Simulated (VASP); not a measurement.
Zr3TaZn, 5 atoms in the cell. Symmetry: Pm-3m, No. 221, cubic system. Conventional cell: a = 4.907 Å, b = 4.907 Å, c = 4.907 Å, α = 90.00°, β = 90.00°, γ = 90.00°. Zr (site symmetry 4/mmm) has 2 Zn at 2.45 Å within 3.2 Å. Within 4.6 Å of Ta (site symmetry m-3m) lie 12 Zr at 3.47 Å and 8 Zn at 4.25 Å. Zn (site symmetry m-3m) has 6 Zr at 2.45 Å within 3.2 Å. The cell was built from a structure type or drawn by symmetry, and may not be a known phase.

- Program: VASP 6.6.1
- Task: single point
- Functional: PBE
- Potentials or basis: VASP PAW PBE potentials, release 64 (Zr_sv, Ta_pv, Zn)
- Cutoff: 520 eV
- k mesh: 4 × 4 × 4
- Occupations: gaussian, width 0.1 eV
- Spin: collinear spin
- Starting moments: [1.0, 1.0, 1.0, 0.0, 0.0] μB
- Dipole correction: no
- Further INCAR settings: ALGO = Fast; EDIFF = 1e-06; NBANDS = 42

Potentials or basis: VASP PAW PBE potentials, release 64 (Zr_sv, Ta_pv, Zn).

The run is started by

```bash
$ cat potpaw_PBE.64/Zr_sv/POTCAR potpaw_PBE.64/Ta_pv/POTCAR potpaw_PBE.64/Zn/POTCAR > POTCAR
$ mpirun -np 1 vasp_std > vasp.out
```

Hardware: 1 thread of Intel(R) Xeon(R) Platinum 8259CL CPU @ 2.50GHz (Skylake/Cascade Lake), with other jobs on the host.

Q: Estimate the wall time of this run.

A: It took 3.9 min on 1 thread of Intel(R) Xeon(R) Platinum 8259CL CPU @ 2.50GHz (Skylake/Cascade Lake), with other jobs on the host, peak memory 0.29 GiB. Counts: scf iterations 34, k points 10.
